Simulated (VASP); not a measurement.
# ScAl2Sb2As (P6/mmm) in VASP: further runs

The runs below take ScAl2Sb2As through relaxation of cell and atoms, single point, with PBE.

Everything below comes from runs of VASP 6.6.1. Logs are shortened: lines on timing, memory, paths and dates and some standing lists are left out, and cuts for length are marked.

### Step 1. The cell of the first run

It takes space group P6/mmm (No. 191, hexagonal). The conventional cell has a = 4.886 Å, b = 4.886 Å, c = 6.591 Å, α = 90.00°, β = 90.00°, γ = 120.00°. Within 3.7 Å of Sc (site symmetry 6/mmm) lie 6 Al at 2.82 Å and 2 As at 3.30 Å. Within 3.7 Å of Al (site symmetry -6m2) lie 3 Sc at 2.82 Å and 3 Al at 2.82 Å and 2 Sb at 3.30 Å. Within 3.7 Å of Sb (site symmetry -6m2) lie 3 As at 2.82 Å and 3 Sb at 2.82 Å and 2 Al at 3.30 Å. As (site symmetry 6/mmm) has 6 Sb at 2.82 Å and 2 Sc at 3.30 Å within 3.7 Å.

The cell was built from a structure type or drawn by symmetry, and may not be a known phase.

### Step 2. Relaxation of cell and atoms, PBE

Contents of INCAR:

```
PREC     = Accurate       # precision mode
ENCUT    = 600            # plane-wave cutoff, eV
EDIFF    = 1E-7           # SCF threshold, eV
ISMEAR   = 0              # smearing method
SIGMA    = 0.1            # smearing width, eV
LREAL    = False          # projectors in reciprocal space
LASPH    = True           # aspherical terms in the spheres
NELM     = 60             # most SCF steps
ALGO     = Normal         # electronic algorithm
ISIF     = 3              # what is computed and relaxed
LWAVE    = False          # write WAVECAR
LCHARG   = False          # write CHGCAR
GGA      = PE             # functional
IBRION   = 2              # ionic algorithm
NSW      = 90             # ionic steps
EDIFFG   = -0.04          # ionic threshold
```

Contents of KPOINTS:

```
regular mesh
0
Gamma
  6 6 4
```

Contents of POSCAR:

```
ScAl2Sb2As
1.0
    4.8864837000      0.0000000000      0.0000000000
   -2.4432418500      4.2318190200      0.0000000000
    0.0000000000      0.0000000000      6.5911291800
Sc Al Sb As
1 2 2 1
Direct
    0.0000000000      0.0000000000      0.0000000000
    0.3333333300      0.6666666700      0.0000000000
    0.6666666700      0.3333333300      0.0000000000
    0.3333333300      0.6666666700      0.5000000000
    0.6666666700      0.3333333300      0.5000000000
    0.0000000000      0.0000000000      0.5000000000
```

Potentials or basis: VASP PAW PBE potentials, release 64 (Sc_sv, Al, Sb, As).

On the command line:

```bash
$ cat potpaw_PBE.64/Sc_sv/POTCAR potpaw_PBE.64/Al/POTCAR potpaw_PBE.64/Sb/POTCAR potpaw_PBE.64/As/POTCAR > POTCAR
$ mpirun -np 1 vasp_std > vasp.out
```

OUTCAR:

```text
PREC = Accurate
   ENCUT = 600
   EDIFF = 1E-7
   ISMEAR = 0
   LREAL = False
   LASPH = True
   NELM = 60
   ISIF = 3
   GGA = PE
   IBRION = 2
   NSW = 90
   EDIFFG = -0.04

 ion  position               nearest neighbor table
   1  0.000  0.000  0.000-   2 2.82   3 2.82   3 2.82   2 2.82   3 2.82   2 2.82
   2  0.333  0.667  0.000-   1 2.82   3 2.82   3 2.82   1 2.82   1 2.82   3 2.82   4 3.30   4 3.30

   3  0.667  0.333  0.000-   1 2.82   2 2.82   2 2.82   1 2.82   1 2.82   2 2.82   5 3.30   5 3.30

   4  0.333  0.667  0.500-   6 2.82   5 2.82   5 2.82   6 2.82   6 2.82   5 2.82   2 3.30   2 3.30

   5  0.667  0.333  0.500-   6 2.82   4 2.82   4 2.82   6 2.82   6 2.82   4 2.82   3 3.30   3 3.30

   6  0.000  0.000  0.500-   4 2.82   5 2.82   5 2.82   4 2.82   5 2.82   4 2.82

  LATTYP: Found a hexagonal cell.
 ALAT       =     4.8864837000
 C/A-ratio  =     1.3488491080

  Lattice vectors:

 A1 = (   4.8864837000,   0.0000000000,   0.0000000000)
 A2 = (  -2.4432418500,   4.2318190200,   0.0000000000)
 A3 = (   0.0000000000,   0.0000000000,   6.5911291800)

Analysis of symmetry for initial positions (statically):
=====================================================================
 Subroutine PRICEL returns:
 Original cell was already a primitive cell.

 Routine SETGRP: Setting up the symmetry group for a
 hexagonal supercell.

 Subroutine GETGRP returns: Found 24 space group operations
 (whereof 24 operations were pure point group operations)
 out of a pool of 24 trial point group operations.

The static configuration has the point symmetry D_6h.

Analysis of symmetry for dynamics (positions and initial velocities):
=====================================================================
 Subroutine PRICEL returns:
 Original cell was already a primitive cell.

 Routine SETGRP: Setting up the symmetry group for a
 hexagonal supercell.

 Subroutine GETGRP returns: Found 24 space group operations
 (whereof 24 operations were pure point group operations)
 out of a pool of 24 trial point group operations.

The dynamic configuration has the point symmetry D_6h.

 Subroutine INISYM returns: Found 24 space group operations
 (whereof 24 operations are pure point group operations),
 and found     1 'primitive' translations

----------------------------------------------------------------------------------------

                                     Primitive cell

  volume of cell :     136.2961

  direct lattice vectors                    reciprocal lattice vectors
     4.886483700  0.000000000  0.000000000     0.204646134  0.118152501  0.000000000
    -2.443241850  4.231819020  0.000000000     0.000000000  0.236305002  0.000000000
     0.000000000  0.000000000  6.591129180     0.000000000  0.000000000  0.151719072

  length of vectors
     4.886483700  4.886483701  6.591129180     0.236305002  0.236305002  0.151719072

  position of ions in fractional coordinates (direct lattice)
     0.000000000  0.000000000  0.000000000
     0.333333330  0.666666670  0.000000000
     0.666666670  0.333333330  0.000000000
     0.333333330  0.666666670  0.500000000
     0.666666670  0.333333330  0.500000000
     0.000000000  0.000000000  0.500000000

  ion indices of the primitive-cell ions
   primitive index   ion index
                 1           1
                 2           2
                 3           3
                 4           4
                 5           5
                 6           6

----------------------------------------------------------------------------------------

 KPOINTS: regular mesh

Automatic generation of k-mesh.
 Grid dimensions read from file:
 generate k-points for:    6    6    4

 Generating k-lattice:

  Cartesian coordinates                     Fractional coordinates (reciprocal lattice)
     0.034107689  0.019692083  0.000000000     0.166666667 -0.000000000  0.000000000
     0.000000000  0.039384167  0.000000000     0.000000000  0.166666667  0.000000000
     0.000000000  0.000000000  0.037929768     0.000000000  0.000000000  0.250000000

  Length of vectors
     0.039384167  0.039384167  0.037929768

  Shift w.r.t. Gamma in fractional coordinates (k-lattice)
     0.000000000  0.000000000  0.000000000

 Subroutine IBZKPT returns following result:
 ===========================================

 Found     21 irreducible k-points:

 Following reciprocal coordinates:
            Coordinates               Weight
  0.000000  0.000000  0.000000      1.000000
  0.166667  0.000000  0.000000      6.000000
  0.333333  0.000000  0.000000      6.000000
  0.500000  0.000000  0.000000      3.000000
  0.166667  0.166667  0.000000      6.000000
  0.333333  0.166667  0.000000     12.000000
[... 13 lines left out ...]
  0.333333  0.166667  0.500000     12.000000
  0.333333  0.333333  0.500000      2.000000
   k-points           NKPTS =     21   k-points in BZ     NKDIM =     21   number of bands    NBANDS=     20
   number of dos      NEDOS =    301   number of ions     NIONS =      6
   total plane-waves  NPLWV =  86400
   dimension x,y,z NGX =    40 NGY =   40 NGZ =   54
   dimension x,y,z NGXF=    80 NGYF=   80 NGZF=  108
   ions per type =               1   2   2   1
   NGX,Y,Z   is equivalent  to a cutoff of  13.61, 13.61, 13.62 a.u.
   NGXF,Y,Z  is equivalent  to a cutoff of  27.22, 27.22, 27.24 a.u.
 SYSTEM =  unknown system
   PREC   = accura    normal or accurate (medium, high low for compatibility)
   ISTART =      0    job   : 0-new  1-cont  2-samecut
   ICHARG =      2    charge: 1-file 2-atom 10-const
   ISPIN  =      1    spin polarized calculation?
   LNONCOLLINEAR =      F non collinear calculations
   LSORBIT =      F    spin-orbit coupling
   LASPH  =      T    aspherical Exc in radial PAW
   ENCUT  =  600.0 eV  44.10 Ry    6.64 a.u.   9.76  9.76 13.16*2*pi/ulx,y,z
   NELM   =     60;   NELMIN=  2; NELMDL= -5     # of ELM steps
   EDIFF  = 0.1E-06   stopping-criterion for ELM
   LREAL  =      F    real-space projection
   EDIFFG = -.4E-01   stopping-criterion for IOM
   NSW    =     90    number of steps for IOM
   IBRION =      2    ionic relax: 0-MD 1-quasi-New 2-CG
   NFREE  =      1    steps in history (QN), initial steepest desc. (CG)
   ISIF   =      3    stress and relaxation
   ISYM   =      2    0-nonsym 1-usesym 2-fastsym
   POTIM  = 0.5000    time-step for ionic-motion
   TEBEG  =    0.0;   TEEND  =   0.0 temperature during run
   PSTRESS=    0.0 pullay stress
   NELECT =      32.0000    total number of electrons
   NUPDOWN=      -1.0000    fix difference up-down
   EMIN   =  10.00;   EMAX   =-10.00  energy-range for DOS
   EFERMI =   0.00;   METHOD = LEGACY
   ISMEAR =     0;   SIGMA  =   0.10  broadening in eV -4-tet -1-fermi 0-gaus
   EFERMI_NEDOS =   21; number of points for ismear=-14 and -15
   IALGO  =     38    algorithm
   IMIX   =      4    mixing-type and parameters
     AMIX     =   0.40;   BMIX     =  1.00
     AMIX_MAG =   1.60;   BMIX_MAG =  1.00
  volume/ion in A,a.u.               =      22.72       153.30
  Fermi-wavevector in a.u.,A,eV,Ry     =   1.009943  1.908516 13.877748  1.019986
  Thomas-Fermi vector in A             =   2.142903
   LORBIT       =      0    0 simple, 1 ext, 2 COOP (PROOUT), +10 PAW based schemes
   GGA     = PE    functional components
   LHFCALC =     F    Hartree Fock is set to
   AEXX    =    0.0000 exact exchange contribution
   IVDW    =     0    specifies the selected vdW correction
   LEPSILON=     F    determine dielectric tensor
   LRPA    =     F    only Hartree local field effects (RPA)
 conjugate gradient relaxation of ions
 non-spin polarized calculation
 Gauss-broadening in eV      SIGMA  =   0.10
  energy-cutoff  :      600.00
  volume of cell :      136.30
 maximum number of plane-waves:      4580
 NGX is ok and might be reduce to    40
   NGX = 19   NGY = 19   NGZ = 27

--------------------------------------- Ionic step        1  -------------------------------------------

 number of electron      31.9999999 magnetization

 Free energy of the ion-electron system (eV)
  ---------------------------------------------------
  ext. energy  EPLUGINS =         0.00000000
  ---------------------------------------------------
  free energy    TOTEN  =       -24.29276873 eV

  energy without entropy =      -24.25844787  energy(sigma->0) =      -24.27560830

------------------------ aborting loop because EDIFF is reached ----------------------------------------

  FORCE on cell =-STRESS in cart. coord.  units (eV):
  Direction    XX          YY          ZZ          XY          YZ          ZX
  --------------------------------------------------------------------------------------
  -------------------------------------------------------------------------------------
  Total       14.5301546     14.5301547     -8.6467730     -0.0000000     -0.0000000      0.0000000
  in kB      170.8037711    170.8037711   -101.6438902     -0.0000000     -0.0000000      0.0000000
  external PRESSURE =      79.9878840 kB  Pullay stress =       0.0000000 kB

 VOLUME and BASIS-vectors are now :
 -----------------------------------------------------------------------------
  energy-cutoff  :      600.00
  volume of cell :      136.30
      direct lattice vectors                 reciprocal lattice vectors
     4.886483700  0.000000000  0.000000000     0.204646134  0.118152501  0.000000000
    -2.443241850  4.231819020  0.000000000     0.000000000  0.236305002  0.000000000
     0.000000000  0.000000000  6.591129180     0.000000000  0.000000000  0.151719072
[... 201 lines left out ...]
 POSITION                                       TOTAL-FORCE (eV/Angst)
 -----------------------------------------------------------------------------------
      0.00000     -0.00000      0.00000         0.000000     -0.000000     -0.000000
     -0.00000      3.08861      5.62034        -0.000000      0.000000     -0.000000
      2.67481      1.54430      0.00000         0.000000     -0.000000      0.000000
     -0.00000      3.08861      2.81017        -0.000000     -0.000000      0.000000
      2.67481      1.54430      2.81017         0.000000      0.000000     -0.000000
      0.00000     -0.00000      2.81017         0.000000      0.000000     -0.000000
 -----------------------------------------------------------------------------------
    total drift:                               -0.000000      0.000000      0.000000

  FREE ENERGIE OF THE ION-ELECTRON SYSTEM (eV)
  ---------------------------------------------------
  free  energy   TOTEN  =       -26.4007173354 eV

  energy  without entropy=      -26.3866034942  energy(sigma->0) =      -26.39366041

--------------------------------------- Ionic step        7  -------------------------------------------

 number of electron      31.9999996 magnetization

 Free energy of the ion-electron system (eV)
  ---------------------------------------------------
  ext. energy  EPLUGINS =         0.00000000
  ---------------------------------------------------
  free energy    TOTEN  =       -26.40201703 eV

  energy without entropy =      -26.38790075  energy(sigma->0) =      -26.39495889

 E-fermi :   6.2622     XC(G=0):  -9.8861

 val. band max:        6.2434744314   @ k =   0.3333   0.0000   0.0000
 cond. band min:       6.2957995693   @ k =   0.1667   0.1667   0.5000
 fundamental gap:      0.0523251378
 Fermi energy:         6.2622366145

 k-point     1 :       0.0000    0.0000    0.0000
  band No.  band energies     occupation
      1     -43.8819      2.00000
      2     -22.4993      2.00000
      3     -22.4993      2.00000
      4     -22.4840      2.00000
      5      -6.2241      2.00000
      6      -2.2664      2.00000
[... 12 lines left out ...]
     19       7.1806      0.00000
     20       7.1806      0.00000
[... 480 lines left out ...]
 POSITION                                       TOTAL-FORCE (eV/Angst)
 -----------------------------------------------------------------------------------
      0.00000      0.00000      0.00000        -0.000000     -0.000000      0.000000
     -0.00000      3.09737      0.00000         0.000000      0.000000      0.000000
      2.68240      1.54868      0.00000        -0.000000     -0.000000     -0.000000
     -0.00000      3.09737      2.81028        -0.000000     -0.000000      0.000000
      2.68240      1.54868      2.81028         0.000000      0.000000      0.000000
      0.00000     -0.00000      2.81028        -0.000000      0.000000      0.000000
 -----------------------------------------------------------------------------------
    total drift:                               -0.000000      0.000000      0.000000

  FREE ENERGIE OF THE ION-ELECTRON SYSTEM (eV)
  ---------------------------------------------------
  free  energy   TOTEN  =       -26.4020170258 eV

  energy  without entropy=      -26.3879007526  energy(sigma->0) =      -26.39495889

 reached required accuracy - stopping structural energy minimisation
```

Wall time 3.7 min (1 thread of Intel Xeon 6975P-C (Granite Rapids), shared host); peak memory 0.36 GiB.

Results:

```yaml
Free_energy: -26.4020 eV
Relaxed_volume: 23.35 Å³/atom
Relaxed_cell: a = 5.365 Å, b = 5.365 Å, c = 5.621 Å, α = 90.00°, β = 90.00°, γ = 120.00°
Space_group_after_relaxing_to_0.1_Å: P6/mmm (No. 191)
Energy_gained_by_relaxing: 351.5 meV/atom
Ionic_steps: 7
Pressure_after_relaxing: 0.0 GPa
Band_gap_on_the_k_mesh: zero (bands 16 and 17 overlap by 1.65 eV)
```

Step by step:
| step | energy change (eV) | largest force (eV/Å) | pressure (GPa) | volume (Å³) |
| --- | --- | --- | --- | --- |
| 1 | 0.0000 | 0.0000 | 8.00 | 136.30 |
| 2 | -1.5336 | 0.0000 | -5.69 | 158.18 |
| 3 | -1.5361 | 0.0000 | -5.82 | 158.62 |
| 4 | -1.9666 | 0.0000 | -0.84 | 143.66 |
| 5 | -2.0250 | 0.0000 | -2.60 | 147.02 |
| 6 | -2.1079 | 0.0000 | 0.40 | 139.30 |
| 7 | -2.1092 | 0.0000 | 0.04 | 140.09 |

Final structure:
```
Sc Al Sb As
1.0
     5.36480    0.00000    0.00000
    -2.68240    4.64605    0.00000
     0.00000    0.00000    5.62056
Sc Al Sb As
1 2 2 1
Cartesian
  0.0000 0.0000 0.0000
  0.0000 3.0974 0.0000
  2.6824 1.5487 0.0000
  0.0000 3.0974 2.8103
  2.6824 1.5487 2.8103
  0.0000 0.0000 2.8103
```

Caveat: spin-orbit coupling is left out, which moves the levels of the heavy elements.

### Step 3. Single point, PBE

This run uses another cell than the first one, of 23.31 Å³/atom.

Contents of INCAR:

```
SYSTEM = ScAl2Sb2As
ALGO = Normal
EDIFF = 1E-6
ENCUT = 520
GGA = PE
ISIF = 2
ISMEAR = 0
LASPH = .TRUE.
LCHARG = .FALSE.
LREAL = .FALSE.
LWAVE = .FALSE.
NBANDS = 25
NELM = 100
PREC = Accurate
SIGMA = 0.1
```

Contents of KPOINTS:

```
k-points
0
G
  12 12 8
  0 0 0
```

Contents of POSCAR:

```
ScAl2Sb2As
1.0
    5.3319299876      0.0000000000      0.0000000000
   -2.6659649938      4.6175868204      0.0000000000
    0.0000000000      0.0000000000      5.6809726342
Sc Al Sb As
1 2 2 1
Direct
    0.0000000000      0.0000000000      0.0000000000
    0.3333333333      0.6666666667      0.0000000000
    0.6666666667      0.3333333333      0.0000000000
    0.3333333333      0.6666666667      0.5000000000
    0.6666666667      0.3333333333      0.5000000000
    0.0000000000      0.0000000000      0.5000000000
```

Potentials or basis: VASP PAW PBE potentials, release 64 (Sc_sv, Al, Sb, As).

On the command line:

```bash
$ cat potpaw_PBE.64/Sc_sv/POTCAR potpaw_PBE.64/Al/POTCAR potpaw_PBE.64/Sb/POTCAR potpaw_PBE.64/As/POTCAR > POTCAR
$ mpirun -np 1 vasp_std > vasp.out
```

Run time: 2.6 min. Hardware: 1 thread of Intel Xeon 6975P-C (Granite Rapids), shared host; peak memory 0.52 GiB.

It converged, with:

| Property | Result |
| --- | --- |
| Free energy | -26.4313 eV |
| Pressure | 0.0 GPa |
| Band gap on the k mesh | zero (bands 16 and 17 overlap by 1.67 eV) |

Stress tensor (GPa, compression positive):
```
-0.01  0.00  0.00
 0.00 -0.01  0.00
 0.00  0.00  0.16
```

Levels at points of the mesh, in eV from the Fermi level:
| k point | band 14 | band 15 | band 16 | band 17 | band 18 | band 19 |
| --- | --- | --- | --- | --- | --- | --- |
| (0.00, 0.00, 0.00) | -1.07 | -0.62 | -0.62 | -0.51 | 0.32 | 0.83 |
| (0.50, 0.00, 0.00) | -1.24 | -0.55 | -0.41 | 0.33 | 0.46 | 0.50 |
| (0.00, 0.00, 0.50) | -2.60 | -1.60 | -1.60 | 0.11 | 1.00 | 1.00 |
| (0.50, 0.00, 0.50) | -0.59 | -0.41 | 0.56 | 0.83 | 0.84 | 0.95 |

Caveat: spin-orbit coupling is left out, which moves the levels of the heavy elements.

[end of part 1 of 2]
